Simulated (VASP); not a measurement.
Ti, 1 atom in the cell. It takes space group Fm-3m (No. 225, cubic). Conventional cell: a = 4.033 Å, b = 4.033 Å, c = 4.033 Å, α = 90.00°, β = 90.00°, γ = 90.00°. Ti (site symmetry m-3m) has 12 Ti at 2.85 Å within 3.8 Å.  This cell differs from its parent crystal: volume scaled by 0.98.

* Program: VASP 6.6.1
* Task: single point
* Functional: LDA
* Potentials or basis: VASP PAW LDA potentials, release 64 (Ti_sv)
* Cutoff: 520 eV
* k mesh: 14 × 14 × 14
* Occupations: fermi-dirac, width 0.05 eV
* Spin: no spin polarisation
* Dipole correction: no
* Further INCAR settings: ALGO = Normal; EDIFF = 1e-06; NBANDS = 12

Potentials or basis: VASP PAW LDA potentials, release 64 (Ti_sv).

Launch:

```console
$ cat potpaw_LDA.64/Ti_sv/POTCAR > POTCAR
$ mpirun -np 1 vasp_std > vasp.out
```

Hardware: 1 thread of Intel(R) Xeon(R) Platinum 8488C (Sapphire Rapids), on a shared host.

Q: How long does it take, and how much memory?

A: Wall time 9.6 s on 1 thread of Intel(R) Xeon(R) Platinum 8488C (Sapphire Rapids), with other jobs on the host, peak memory 0.14 GiB. Counts: scf iterations 12, k points 104.
